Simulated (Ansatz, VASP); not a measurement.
## MgO in VASP and in Ansatz

INCAR

```
SYSTEM = MgO
PREC = Accurate
ENCUT = 520
EDIFF = 1E-6
ISMEAR = -1
SIGMA = 0.1
LREAL = .False.
LASPH = .True.
NELM = 100
ALGO = Normal
ISIF = 2
LWAVE = .False.
LCHARG = .False.
GGA = PE
NBANDS = 11
```

File KPOINTS:

```
regular mesh
0
Gamma
  8 8 8
  0 0 0
```

File POSCAR:

```
MgO
1.0
    0.0000000000      2.1250000000      2.1250000000
    2.1250000000      0.0000000000      2.1250000000
    2.1250000000      2.1250000000      0.0000000000
Mg O
1 1
Direct
    0.0000000000      0.0000000000      0.0000000000
    0.5000000000      0.5000000000      0.5000000000
```

Input for Ansatz:

```yaml
crystal:
  lattice:
    - [0, 2.125, 2.125]
    - [2.125, 0, 2.125]
    - [2.125, 2.125, 0]
  atoms:
    - { symbol: Mg, position: [0, 0, 0] }
    - { symbol: O, position: [0.5, 0.5, 0.5] }
kpoints:
  mp_grid: { grid: [8, 8, 8] }
hamiltonian:
  xc: pbe
  pseudopotentials: { kind: paw, source: ansatz }
scf:
  occupations: { method: fermi_dirac, width: 0.1 }
  convergence: { dr2_threshold: "1e-10 eV" }
  max_iter: 300
  n_bands: 24
output:
  forces: true
  stress: true
  eigenvalues: true
```

Alike in both runs: task single point; functional PBE; k mesh 8 × 8 × 8; occupations fermi-dirac, width 0.1 eV; no spin polarisation.

```csv
,VASP,Ansatz
version,VASP 6.6.1,Ansatz 0.2.0 development build
potentials or method,"VASP PAW PBE potentials, release 64 (Mg, O)","plane waves, PAW datasets (hand-made set)"
plane-wave cutoff (eV),520,930
valence electrons in the cell,8,16
```

```csv
,VASP,Ansatz,Ansatz less VASP
gap on the k mesh at the Fermi level (eV),4.47,4.48,+0.014
```

With one functional, cell and mesh, what is left measures potentials, basis and numerics. VASP's potentials hold 8 valence electrons a cell and Ansatz's 16, so a difference there can come from the potentials and not from the codes.
